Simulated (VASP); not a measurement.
# CoPdO2 (R-3m) in VASP: equation of state

How stiff is CoPdO2 in PBEsol, and what volume does it want? The cell is scaled to several volumes.

Everything below comes from runs of VASP 6.6.1. Logs are shortened: lines on timing, memory, paths and dates and some standing lists are left out, and cuts for length are marked.

## 1. The cell of the first run

It takes space group R-3m (No. 166, trigonal). Conventional cell: a = 2.805 Å, b = 2.805 Å, c = 17.508 Å, α = 90.00°, β = 90.00°, γ = 120.00°. Within 2.6 Å of Pd (site symmetry -3m) lie 2 O at 1.97 Å. Within 2.5 Å of Co (site symmetry -3m) lie 6 O at 1.88 Å. O (site symmetry 3m) has 3 Co at 1.88 Å and 1 Pd at 1.97 Å and 3 O at 2.49 Å within 2.5 Å.

## 2. Equation of state, PBEsol, collinear spin, ferromagnetic start, 9.94 Å³/atom (9.94 Å³/atom)

INCAR

```
SYSTEM = CoPdO2
ALGO = Normal ; EDIFF = 1E-7
ENCUT = 520 ; GGA = PS
ISIF = 2 ; ISMEAR = -1
ISPIN = 2 ; LASPH = .True.
LCHARG = .False. ; LMAXMIX = 4
LORBIT = 11 ; LREAL = .False.
LWAVE = .False. ; MAGMOM = 0 2 0 0
NBANDS = 28 ; NELM = 150
PREC = Accurate ; SIGMA = 0.05
```

KPOINTS

```
k-points
0
Gamma
  11 11 11
  0 0 0
```

POSCAR

```
CoPdO2
1.0
    1.4024635453      0.8097127054      5.8361502750
   -1.4024635453      0.8097127054      5.8361502750
    0.0000000000     -1.6194254107      5.8361502750
Pd Co O
1 1 2
Direct
    0.0000000000      0.0000000000      0.0000000000
    0.5000000000      0.5000000000      0.5000000000
    0.1124760000      0.1124760000      0.1124760000
    0.8875240000      0.8875240000      0.8875240000
```

Potentials or basis: VASP PAW PBE potentials, release 64 (Pd, Co, O).

The run is started by

```console
> cat potpaw_PBE.64/Pd/POTCAR potpaw_PBE.64/Co/POTCAR potpaw_PBE.64/O/POTCAR > POTCAR
> mpirun -np 1 vasp_std > vasp.out
```

OUTCAR:

```text
SYSTEM = CoPdO2
   EDIFF = 1E-7
   ENCUT = 520
   GGA = PS
   ISIF = 2
   ISMEAR = -1
   ISPIN = 2
   LASPH = .True.
   LORBIT = 11
   LREAL = .False.
   NELM = 150
   PREC = Accurate

 Found    146 irreducible k-points:

 Following reciprocal coordinates:
            Coordinates               Weight
  0.000000  0.000000  0.000000      1.000000
  0.090909  0.000000  0.000000      6.000000
  0.181818  0.000000  0.000000      6.000000
  0.272727  0.000000  0.000000      6.000000
  0.363636 -0.000000  0.000000      6.000000
  0.454545  0.000000  0.000000      6.000000
   k-points           NKPTS =    146   k-points in BZ     NKDIM =    146   number of bands    NBANDS=     28
   number of dos      NEDOS =    301   number of ions     NIONS =      4
   total plane-waves  NPLWV = 110592
   dimension x,y,z NGX =    48 NGY =   48 NGZ =   48
   dimension x,y,z NGXF=    96 NGYF=   96 NGZF=   96
   ions per type =               1   1   2
   NGX,Y,Z   is equivalent  to a cutoff of  13.18, 13.18, 13.18 a.u.
   NGXF,Y,Z  is equivalent  to a cutoff of  26.35, 26.35, 26.35 a.u.
 SYSTEM =  CoPdO2
   PREC   = accura    normal or accurate (medium, high low for compatibility)
   ISTART =      0    job   : 0-new  1-cont  2-samecut
   ICHARG =      2    charge: 1-file 2-atom 10-const
   ISPIN  =      2    spin polarized calculation?
   LNONCOLLINEAR =      F non collinear calculations
   LSORBIT =      F    spin-orbit coupling
   LASPH  =      T    aspherical Exc in radial PAW
   ENCUT  =  520.0 eV  38.22 Ry    6.18 a.u.  11.26 11.26 11.26*2*pi/ulx,y,z
   NELM   =    150;   NELMIN=  2; NELMDL= -5     # of ELM steps
   EDIFF  = 0.1E-06   stopping-criterion for ELM
   LREAL  =      F    real-space projection
   EDIFFG = 0.1E-05   stopping-criterion for IOM
   NSW    =      0    number of steps for IOM
   IBRION =     -1    ionic relax: 0-MD 1-quasi-New 2-CG
   NFREE  =      0    steps in history (QN), initial steepest desc. (CG)
   ISIF   =      2    stress and relaxation
   ISYM   =      2    0-nonsym 1-usesym 2-fastsym
   POTIM  = 0.5000    time-step for ionic-motion
   TEBEG  =    0.0;   TEEND  =   0.0 temperature during run
   PSTRESS=    0.0 pullay stress
   NELECT =      31.0000    total number of electrons
   NUPDOWN=      -1.0000    fix difference up-down
   EMIN   =  10.00;   EMAX   =-10.00  energy-range for DOS
   EFERMI =   0.00;   METHOD = LEGACY
   ISMEAR =    -1;   SIGMA  =   0.05  broadening in eV -4-tet -1-fermi 0-gaus
   EFERMI_NEDOS =   21; number of points for ismear=-14 and -15
   IALGO  =     38    algorithm
   IMIX   =      4    mixing-type and parameters
     AMIX     =   0.40;   BMIX     =  1.00
     AMIX_MAG =   1.60;   BMIX_MAG =  1.00
  volume/ion in A,a.u.               =       9.94        67.09
  Fermi-wavevector in a.u.,A,eV,Ry     =   1.506706  2.847262 30.887460  2.270164
  Thomas-Fermi vector in A             =   2.617389
   LORBIT       =     11    0 simple, 1 ext, 2 COOP (PROOUT), +10 PAW based schemes
   GGA     = PS    functional components
   LHFCALC =     F    Hartree Fock is set to
   AEXX    =    0.0000 exact exchange contribution
   IVDW    =     0    specifies the selected vdW correction
   LEPSILON=     F    determine dielectric tensor
   LRPA    =     F    only Hartree local field effects (RPA)
 spin polarized calculation
  energy-cutoff  :      520.00
  volume of cell :       39.76
 maximum number of plane-waves:      1086
 NGX is ok and might be reduce to    48
   NGX = 23   NGY = 23   NGZ = 23

 number of electron      31.0000007 magnetization      -0.0003886

 number of electron      31.0000007 magnetization       0.0000037

 Free energy of the ion-electron system (eV)
  ---------------------------------------------------
  ext. energy  EPLUGINS =         0.00000000
  ---------------------------------------------------
  free energy    TOTEN  =       -27.77056339 eV

  energy without entropy =      -27.76836112  energy(sigma->0) =      -27.76946226

 E-fermi :   8.1274     XC(G=0): -12.9483

 val. band max:        7.9954016010   @ k =  -0.1818   0.1818   0.0000
 cond. band min:       8.4346771244   @ k =   0.4545   0.4545   0.0000
 fundamental gap:      0.4392755234
 Fermi energy:         8.1273983823

 spin component 1

 k-point     1 :       0.0000    0.0000    0.0000
  band No.  band energies     occupation
      1     -13.0798      1.00000
      2     -11.0029      1.00000
      3      -0.7796      1.00000
      4       1.7957      1.00000
      5       1.7957      1.00000
      6       2.8760      1.00000
[... 19 lines left out ...]
     26      27.7908      0.00000
     27      30.0649      0.00000

 k-point     2 :       0.0909    0.0000    0.0000
  band No.  band energies     occupation
      1     -12.9767      1.00000
      2     -10.9970      1.00000
      3      -0.6678      1.00000
      4       1.5510      1.00000
      5       1.8484      1.00000
      6       3.0407      1.00000
[... 19 lines left out ...]
     26      27.4084      0.00000
     27      29.3761      0.00000

 k-point     3 :       0.1818    0.0000    0.0000
  band No.  band energies     occupation
      1     -12.6868      1.00000
      2     -10.9855      1.00000
      3      -0.3641      1.00000
      4       1.1008      1.00000
      5       1.9908      1.00000
      6       3.0914      1.00000
[... 19 lines left out ...]
     26      27.2242      0.00000
     27      28.2303      0.00000

 k-point     4 :       0.2727    0.0000    0.0000
  band No.  band energies     occupation
      1     -12.2690      1.00000
      2     -10.9850      1.00000
      3       0.0287      1.00000
      4       0.7241      1.00000
      5       2.1788      1.00000
      6       2.2624      1.00000
[... 19 lines left out ...]
     26      26.4327      0.00000
     27      27.4379      0.00000

 k-point     5 :       0.3636   -0.0000    0.0000
  band No.  band energies     occupation
      1     -11.8188      1.00000
      2     -11.0216      1.00000
      3       0.2882      1.00000
      4       0.4179      1.00000
      5       1.7469      1.00000
      6       2.3530      1.00000
[... 19 lines left out ...]
     26      25.0459      0.00000
     27      26.9485      0.00000

 k-point     6 :       0.4545    0.0000    0.0000
  band No.  band energies     occupation
      1     -11.4584      1.00000
      2     -11.1192      1.00000
      3       0.0377      1.00000
      4       0.4353      1.00000
      5       1.9198      1.00000
      6       2.4578      1.00000
[... 19 lines left out ...]
     26      25.3430      0.00000
     27      26.2513      0.00000

 [... further k-points ...]

 spin component 2

 k-point     1 :       0.0000    0.0000    0.0000
  band No.  band energies     occupation
      1     -13.0798      1.00000
      2     -11.0029      1.00000
      3      -0.7796      1.00000
      4       1.7957      1.00000
      5       1.7957      1.00000
      6       2.8760      1.00000
[... 19 lines left out ...]
     26      27.7908      0.00000
     27      30.0649      0.00000

 k-point     2 :       0.0909    0.0000    0.0000
  band No.  band energies     occupation
      1     -12.9767      1.00000
      2     -10.9970      1.00000
      3      -0.6678      1.00000
      4       1.5510      1.00000
      5       1.8484      1.00000
      6       3.0407      1.00000
[... 19 lines left out ...]
     26      27.4084      0.00000
     27      29.3761      0.00000

 k-point     3 :       0.1818    0.0000    0.0000
  band No.  band energies     occupation
      1     -12.6868      1.00000
      2     -10.9855      1.00000
      3      -0.3641      1.00000
      4       1.1008      1.00000
      5       1.9908      1.00000
      6       3.0914      1.00000
[... 19 lines left out ...]
     26      27.2242      0.00000
     27      28.2303      0.00000

 k-point     4 :       0.2727    0.0000    0.0000
  band No.  band energies     occupation
      1     -12.2690      1.00000
      2     -10.9850      1.00000
      3       0.0287      1.00000
      4       0.7241      1.00000
      5       2.1788      1.00000
      6       2.2624      1.00000
[... 19 lines left out ...]
     26      26.4327      0.00000
     27      27.4379      0.00000

 k-point     5 :       0.3636   -0.0000    0.0000
  band No.  band energies     occupation
      1     -11.8188      1.00000
      2     -11.0216      1.00000
      3       0.2882      1.00000
      4       0.4179      1.00000
      5       1.7469      1.00000
      6       2.3530      1.00000
[... 19 lines left out ...]
     26      25.0459      0.00000
     27      26.9485      0.00000

 k-point     6 :       0.4545    0.0000    0.0000
  band No.  band energies     occupation
      1     -11.4584      1.00000
      2     -11.1192      1.00000
      3       0.0377      1.00000
      4       0.4353      1.00000
      5       1.9198      1.00000
      6       2.4578      1.00000
[... 19 lines left out ...]
     26      25.3430      0.00000
     27      26.2513      0.00000

 [... further k-points ...]

 [bands above 27 left out]

------------------------ aborting loop because EDIFF is reached ----------------------------------------

  FORCE on cell =-STRESS in cart. coord.  units (eV):
  Direction    XX          YY          ZZ          XY          YZ          ZX
  --------------------------------------------------------------------------------------
  -------------------------------------------------------------------------------------
  Total        0.6283217      0.6283217      1.1250837     -0.0000000      0.0000000      0.0000000
  in kB       25.3158443     25.3158443     45.3309838     -0.0000000      0.0000000      0.0000000
  external PRESSURE =      31.9875575 kB  Pullay stress =       0.0000000 kB

 VOLUME and BASIS-vectors are now :
 -----------------------------------------------------------------------------
  energy-cutoff  :      520.00
  volume of cell :       39.76
      direct lattice vectors                 reciprocal lattice vectors
     1.402463545  0.809712705  5.836150275     0.356515506  0.205834323  0.057115276
    -1.402463545  0.809712705  5.836150275    -0.356515506  0.205834323  0.057115276
     0.000000000 -1.619425411  5.836150275     0.000000000 -0.411668646  0.057115276

 POSITION                                       TOTAL-FORCE (eV/Angst)
 -----------------------------------------------------------------------------------
      0.00000      0.00000      0.00000         0.000000     -0.000000     -0.000000
      0.00000      0.00000      8.75423         0.000000     -0.000000      0.000000
      0.00000      0.00000      1.96928         0.000000     -0.000000     -0.028214
      0.00000      0.00000     15.53917         0.000000      0.000000      0.028214
 -----------------------------------------------------------------------------------
    total drift:                                0.000000      0.000000     -0.000000

  FREE ENERGIE OF THE ION-ELECTRON SYSTEM (eV)
  ---------------------------------------------------
  free  energy   TOTEN  =       -27.7705633939 eV

  energy  without entropy=      -27.7683611190  energy(sigma->0) =      -27.76946226

 total charge

# of ion       s       p       d       tot
------------------------------------------
    1        0.494   0.518   8.468   9.480
    2        0.456   0.722   7.390   8.567
    3        1.554   3.446   0.000   5.000
    4        1.554   3.446   0.000   5.000
--------------------------------------------------
tot          4.058   8.132  15.857  28.047

 magnetization (x)

# of ion       s       p       d       tot
------------------------------------------
    1       -0.000  -0.000  -0.000  -0.000
    2       -0.000  -0.000   0.000  -0.000
    3       -0.000  -0.000   0.000  -0.000
    4       -0.000  -0.000   0.000  -0.000
--------------------------------------------------
tot         -0.000  -0.000  -0.000  -0.000
```

Wall time 26 min (1 thread of Intel Xeon Platinum 8488C (Sapphire Rapids), shared host); peak memory 0.59 GiB.

What came out:

| Property | Result |
| --- | --- |
| Free energy | -27.7706 eV |
| Pressure | 3.2 GPa |
| Largest force | 0.028 eV/Å |
| Net moment | 0.00 μB per cell |
| Valence electrons inside the program's atomic spheres | Pd 9.48; Co 8.57; O 5.00 |

Caveat: the cell stands under pressure; the PAW data sets were made with another functional, which shifts forces and pressure a little; semilocal functionals often make such compounds metallic where correlation or magnetic order opens a gap, which also shifts bond lengths.

## 3. Equation of state, PBEsol, collinear spin, ferromagnetic start, 10.15 Å³/atom (10.15 Å³/atom)

INCAR is that of step 2.

KPOINTS is that of step 2.

POSCAR

```
CoPdO2
1.0
    1.4123403745      0.8154150954      5.8772512790
   -1.4123403745      0.8154150954      5.8772512790
    0.0000000000     -1.6308301908      5.8772512790
Pd Co O
1 1 2
Direct
    0.0000000000      0.0000000000      0.0000000000
    0.5000000000      0.5000000000      0.5000000000
    0.1124760000      0.1124760000      0.1124760000
    0.8875240000      0.8875240000      0.8875240000
```

Potentials or basis: VASP PAW PBE potentials, release 64 (Pd, Co, O).

The run is started by

```console
> cat potpaw_PBE.64/Pd/POTCAR potpaw_PBE.64/Co/POTCAR potpaw_PBE.64/O/POTCAR > POTCAR
> mpirun -np 1 vasp_std > vasp.out
```

Run time: 19 min. Hardware: 1 thread of Intel Xeon Platinum 8488C (Sapphire Rapids), shared host; peak memory 0.59 GiB.

Results (log left out):

| Quantity | Value |
| --- | --- |
| Free energy | -27.7746 eV |
| Pressure | -2.1 GPa |
| Largest force | 0.052 eV/Å |
| Net moment | 0.00 μB per cell |
| Valence electrons inside the program's atomic spheres | Pd 9.43; Co 8.50; O 4.99 |

Caveat: the PAW data sets were made with another functional, which shifts forces and pressure a little; semilocal functionals often make such compounds metallic where correlation or magnetic order opens a gap, which also shifts bond lengths.

## 4. Equation of state, PBEsol, collinear spin, ferromagnetic start, 10.36 Å³/atom (10.36 Å³/atom)

INCAR is that of step 3.

KPOINTS is that of step 3.

POSCAR

```
CoPdO2
1.0
    1.4220809608      0.8210388255      5.9177853274
   -1.4220809608      0.8210388255      5.9177853274
    0.0000000000     -1.6420776510      5.9177853274
Pd Co O
1 1 2
Direct
    0.0000000000      0.0000000000      0.0000000000
    0.5000000000      0.5000000000      0.5000000000
    0.1124760000      0.1124760000      0.1124760000
    0.8875240000      0.8875240000      0.8875240000
```

The run is started by

```console
> cat potpaw_PBE.64/Pd/POTCAR potpaw_PBE.64/Co/POTCAR potpaw_PBE.64/O/POTCAR > POTCAR
> mpirun -np 1 vasp_std > vasp.out
```

It took 21 min on 1 thread of Intel Xeon Platinum 8488C (Sapphire Rapids), shared host; peak memory 0.58 GiB.

The run converged. Its results:

```
Free energy                                           : -27.7526 eV
Pressure                                              : -6.7 GPa
Largest force                                         : 0.125 eV/Å
Net moment                                            : 0.00 μB per cell
Valence electrons inside the program's atomic spheres : Pd 9.38; Co 8.44; O 4.97
```

Caveat: the cell stands under tension; the PAW data sets were made with another functional, which shifts forces and pressure a little; semilocal functionals often make such compounds metallic where correlation or magnetic order opens a gap, which also shifts bond lengths.

## 5. Equation of state, PBEsol, collinear spin, ferromagnetic start, 10.79 Å³/atom (10.79 Å³/atom)

INCAR is that of step 4.

KPOINTS is that of step 4.

POSCAR

```
CoPdO2
1.0
    1.4411715738      0.8320607961      5.9972281671
   -1.4411715738      0.8320607961      5.9972281671
    0.0000000000     -1.6641215921      5.9972281671
Pd Co O
1 1 2
Direct
    0.0000000000      0.0000000000      0.0000000000
    0.5000000000      0.5000000000      0.5000000000
    0.1124760000      0.1124760000      0.1124760000
    0.8875240000      0.8875240000      0.8875240000
```

The run is started by

```console
> cat potpaw_PBE.64/Pd/POTCAR potpaw_PBE.64/Co/POTCAR potpaw_PBE.64/O/POTCAR > POTCAR
> mpirun -np 1 vasp_std > vasp.out
```

Wall time 22 min (1 thread of Intel Xeon Platinum 8488C (Sapphire Rapids), shared host); peak memory 0.59 GiB.

The run converged. Its results:

- Free energy: -27.6422 eV
- Pressure: -14.3 GPa
- Largest force: 0.259 eV/Å
- Net moment: 0.00 μB per cell
- Valence electrons inside the program's atomic spheres: Pd 9.30; Co 8.32; O 4.95

Caveat: the cell stands under tension; the PAW data sets were made with another functional, which shifts forces and pressure a little; semilocal functionals often make such compounds metallic where correlation or magnetic order opens a gap, which also shifts bond lengths.

## 6. Equation of state, PBEsol, collinear spin, ferromagnetic start, 11.00 Å³/atom (11.00 Å³/atom)

INCAR is that of step 5.

KPOINTS is that of step 5.

POSCAR

```
CoPdO2
1.0
    1.4505300930      0.8374639396      6.0361722983
   -1.4505300930      0.8374639396      6.0361722983
    0.0000000000     -1.6749278793      6.0361722983
Pd Co O
1 1 2
Direct
    0.0000000000      0.0000000000      0.0000000000
    0.5000000000      0.5000000000      0.5000000000
    0.1124760000      0.1124760000      0.1124760000
    0.8875240000      0.8875240000      0.8875240000
```

Potentials or basis: VASP PAW PBE potentials, release 64 (Pd, Co, O).

The run is started by

```console
> cat potpaw_PBE.64/Pd/POTCAR potpaw_PBE.64/Co/POTCAR potpaw_PBE.64/O/POTCAR > POTCAR
> mpirun -np 1 vasp_std > vasp.out
```

Wall time 19 min (1 thread of Intel Xeon Platinum 8488C (Sapphire Rapids), shared host); peak memory 0.61 GiB.

It converged, with:

- Free energy: -27.5591 eV
- Pressure: -17.5 GPa
- Largest force: 0.319 eV/Å
- Net moment: 0.00 μB per cell
- Valence electrons inside the program's atomic spheres: Pd 9.27; Co 8.27; O 4.93

Caveat: the cell stands under tension; the PAW data sets were made with another functional, which shifts forces and pressure a little; semilocal functionals often make such compounds metallic where correlation or magnetic order opens a gap, which also shifts bond lengths.

## 7. Equation of state, PBEsol, collinear spin, ferromagnetic start, 11.21 Å³/atom (11.21 Å³/atom)

INCAR is that of step 6.

KPOINTS is that of step 6.

POSCAR

```
CoPdO2
1.0
    1.4597693873      0.8427982487      6.0746202923
   -1.4597693873      0.8427982487      6.0746202923
    0.0000000000     -1.6855964974      6.0746202923
Pd Co O
1 1 2
Direct
    0.0000000000      0.0000000000      0.0000000000
    0.5000000000      0.5000000000      0.5000000000
    0.1124760000      0.1124760000      0.1124760000
    0.8875240000      0.8875240000      0.8875240000
```

The run is started by

```console
> cat potpaw_PBE.64/Pd/POTCAR potpaw_PBE.64/Co/POTCAR potpaw_PBE.64/O/POTCAR > POTCAR
> mpirun -np 1 vasp_std > vasp.out
```

It took 21 min on 1 thread of Intel Xeon Platinum 8488C (Sapphire Rapids), shared host; peak memory 0.61 GiB.

Results (log left out):

| Quantity | Value |
| --- | --- |
| Free energy | -27.4603 eV |
| Pressure | -20.3 GPa |
| Largest force | 0.376 eV/Å |
| Net moment | 0.00 μB per cell |
| Valence electrons inside the program's atomic spheres | Pd 9.23; Co 8.22; O 4.92 |

Caveat: the cell stands under tension; the PAW data sets were made with another functional, which shifts forces and pressure a little; semilocal functionals often make such compounds metallic where correlation or magnetic order opens a gap, which also shifts bond lengths.

## 8. Equation of state, PBEsol, collinear spin, ferromagnetic start

This run uses another cell than the first one, of 10.58 Å³/atom.

No new run: the results of the series are fitted here.

Results:

```
Equilibrium volume                        : 10.08 Å³/atom
Bulk modulus at fixed shape and positions : 246 GPa
Pressure derivative of the bulk modulus   : 5.0
```

Energy against volume, from the lowest point:
```
volume (Å³/atom)  energy (meV/atom)
           9.941               1.00
          10.153               0.00
          10.364               5.51
          10.576              16.76
          10.787              33.08
          10.999              53.87
          11.210              78.58
```

Caveat: the cell was scaled at fixed shape and fractional positions, which overstates the stiffness of a crystal with free parameters, most of all of layers and chains; the PAW data sets were made with another functional, which shifts forces and pressure a little.
